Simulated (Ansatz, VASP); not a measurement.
Given: the input of a run of Ansatz 0.2.0 on MgI2.

input.yaml

```yaml
crystal:
  lattice:
    - [4.1944799318, 0.0, 0.0]
    - [-2.0972399659, 3.6325261766, 0.0]
    - [0.0, 0.0, 6.9705366983]
  atoms:
    - { symbol: I, position: [0.6666666667, 0.3333333333, 0.75] }
    - { symbol: I, position: [0.3333333333, 0.6666666667, 0.25] }
    - { symbol: Mg, position: [0.0, 0.0, 0.0] }
kpoints:
  mp_grid: { grid: [8, 8, 4] }
scf:
  occupations: { method: fermi_dirac, width: 0.05 }
hamiltonian:
  xc: pbe
  pseudopotentials: { kind: all_electron, lapw: { basis_error: 0.001 } }
output:
  forces: true
  stress: true
  eigenvalues: true
```

Potentials or basis: all-electron LAPW, scalar-relativistic.

Run with:

```console
$ ansatz run input.yaml --threads 2 --pin off --max-ram 6144MiB --backend cpu --events-out ev --progress --plain --runs-dir out
```

Translate it to VASP 6.6.1. Potentials there: VASP PAW PBE potentials, release 64 (I, Mg).

As run (the cutoff follows the program's own potentials):

INCAR

```
PREC = Accurate
ENCUT = 520
EDIFF = 1E-6
ISMEAR = -1
SIGMA = 0.05
LREAL = False
LASPH = True
NELM = 100
ALGO = Normal
ISIF = 2
LWAVE = False
LCHARG = False
GGA = PE
NBANDS = 15
```

Contents of KPOINTS:

```
Automatic mesh
0
Gamma
  8 8 4
```

POSCAR

```
MgI2
1.0
    4.1944799318      0.0000000000      0.0000000000
   -2.0972399659      3.6325261766      0.0000000000
    0.0000000000      0.0000000000      6.9705366983
I Mg
2 1
Direct
    0.6666666667      0.3333333333      0.7500000000
    0.3333333333      0.6666666667      0.2500000000
    0.0000000000      0.0000000000      0.0000000000
```

Potentials or basis: VASP PAW PBE potentials, release 64 (I, Mg).

Launch:

```bash
$ cat potpaw_PBE.64/I/POTCAR potpaw_PBE.64/Mg/POTCAR > POTCAR
$ mpirun -np 1 vasp_std > vasp.out
```

Both were run:

|  | VASP | Ansatz | Ansatz less VASP |
| --- | --- | --- | --- |
| gap on the k mesh at the Fermi level (eV) | 3.42 | 3.43 | +0.015 |
| least direct gap on the mesh (eV) | 3.47 | 3.48 | +0.013 |
| pressure (GPa) | -0.5 | -0.5 | +0.06 |
| traceless stress, the component that is largest in VASP (GPa) | -0.34 | -0.35 | -0.004 |
| rms of the force components (eV/Å) | 0.194 | 0.189 | -0.0043 |

Atom by atom the forces differ by 0.004 eV/Å (rms over components). Ansatz ran all-electron here, and VASP with PAW potentials.

Neither program's run includes spin-orbit coupling.
